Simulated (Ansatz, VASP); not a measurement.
## Ag: VASP beside Ansatz

```
Ag
1.0
     3.04720    0.00000    0.00000
    -1.52360    2.63895    0.00000
     0.00000    0.00000    4.79000
Ag
2
Direct
  0.33333 0.66667 0.25000
  0.66667 0.33333 0.75000
```

Change from the starting cell: strain +0.040 along x and y, +0.000 along z, atoms carried along.

Alike in both runs: task single point; functional PBEsol; k mesh 18 × 18 × 10; occupations gaussian, width 0.15 eV; no spin polarisation.

```csv
,VASP,Ansatz
version,VASP 6.6.1,Ansatz 0.2.0
potentials or method,"VASP PAW PBE potentials, release 64 (Ag), cutoff 520 eV","scalar-relativistic, plane waves, PAW"
valence electrons in the cell,22,38
```

VASP gave:

```
gap on the k mesh at the Fermi level (eV)                     : none
pressure (GPa)                                                : -11.1
traceless stress, the component that is largest in VASP (GPa) : 1.41
```

What did Ansatz give for the same quantities?

gap on the k mesh at the Fermi level (eV): none; pressure (GPa): -11.1; traceless stress, the component that is largest in VASP (GPa): 1.42.

VASP's potentials were made for PBE, not for PBEsol. A gap of «none» marks a metal or a gap that the smearing closes. VASP's potentials hold 22 valence electrons a cell and Ansatz's 38, so a difference there can come from the potentials and not from the codes.
